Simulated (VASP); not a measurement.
Runs of VASP 6.6.1 on Ag. The structure is that of space group Fm-3m (No. 225), or close to it. The cells are those of the table. 

```csv
cell,gap on the mesh (eV),pressure (GPa)
"a = 2.832, b = 2.832, c = 2.774 Å, angles 60.7, 60.7, 58.6°, 1 atom",none,(b)
"a = 2.717, b = 2.717, c = 2.774 Å, angles 59.3, 59.3, 61.4°, 1 atom",none,24.7
"a = 2.774 Å, angles 60.0°, 1 atom",none,(a)
"a = 3.005 Å, angles 60.0°, 1 atom",none,-11.3
"a = 3.063, b = 3.063, c = 3.121 Å, angles 59.4, 59.4, 61.2°, 1 atom",none,-13.8
```

Alike in all rows: task single point; level PBEsol; potentials or basis VASP PAW PBE potentials, release 64 (Ag); no spin polarisation; k mesh 20 × 20 × 20; cutoff (eV) 520; smearing gaussian 0.15 eV.

Q: Fill in the values left out.

A: (a) 15.2; (b) 8.1.

Caveats: the PAW data sets were made with another functional, which shifts forces and pressure a little; the cell stands under pressure (at least some runs); the cell stands under tension (at least some runs).

A k mesh can miss the band edges, and the runs leave out spin-orbit coupling on Ag.

A gap of «none» marks levels without a gap at the run's occupations.
